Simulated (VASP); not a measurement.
Write the native input for VASP 6.6.1 that does the following.

```
Task                   : single point
Functional             : PBE
Potentials or basis    : VASP PAW PBE potentials, release 64 (Cd, S)
Cutoff                 : 520 eV
k mesh                 : 8 × 8 × 8
Occupations            : gaussian, width 0.02 eV
Spin                   : no spin polarisation
Dipole correction      : no
Further INCAR settings : ALGO = Normal; EDIFF = 1e-06; NBANDS = 16
```

The structure of CdS lies in POSCAR:

```
CdS
1.0
    0.0000000000      2.9632110869      2.9632110869
    2.9632110869      0.0000000000      2.9632110869
    2.9632110869      2.9632110869      0.0000000000
Cd S
1 1
Direct
    0.0000000000      0.0000000000      0.0000000000
    0.2500000000      0.2500000000      0.2500000000
```

One way to write it, as run:

INCAR

```
SYSTEM = CdS
PREC     = Accurate       ! precision mode
ENCUT    = 520            ! plane-wave cutoff, eV
EDIFF    = 1E-6           ! SCF threshold, eV
ISMEAR   = 0              ! smearing method
SIGMA    = 0.02           ! smearing width, eV
LREAL    = .False.        ! projectors in reciprocal space
LASPH    = .True.         ! aspherical terms in the spheres
NELM     = 60             ! most SCF steps
ALGO     = Normal         ! electronic algorithm
ISIF     = 2              ! what is computed and relaxed
LWAVE    = .False.        ! write WAVECAR
LCHARG   = .True.         ! write CHGCAR
GGA      = PE             ! functional
LELF     = .True.         ! ELF
LVHAR    = .True.       
NBANDS   = 16             ! bands
```

KPOINTS

```
regular mesh
0
Gamma
  8 8 8
  0 0 0
```

Potentials or basis: VASP PAW PBE potentials, release 64 (Cd, S).

Run with:

```console
$ cat potpaw_PBE.64/Cd/POTCAR potpaw_PBE.64/S/POTCAR > POTCAR
$ mpirun -np 1 vasp_std > vasp.out
```

It gave:

```json
{"Pressure": "0.3 GPa", "Band gap on the k mesh": "1.04 eV, direct"}
```

It took 9.1 s on 1 thread of Intel(R) Xeon(R) 6975P-C (Granite Rapids), on a shared host, peak memory 0.18 GiB.
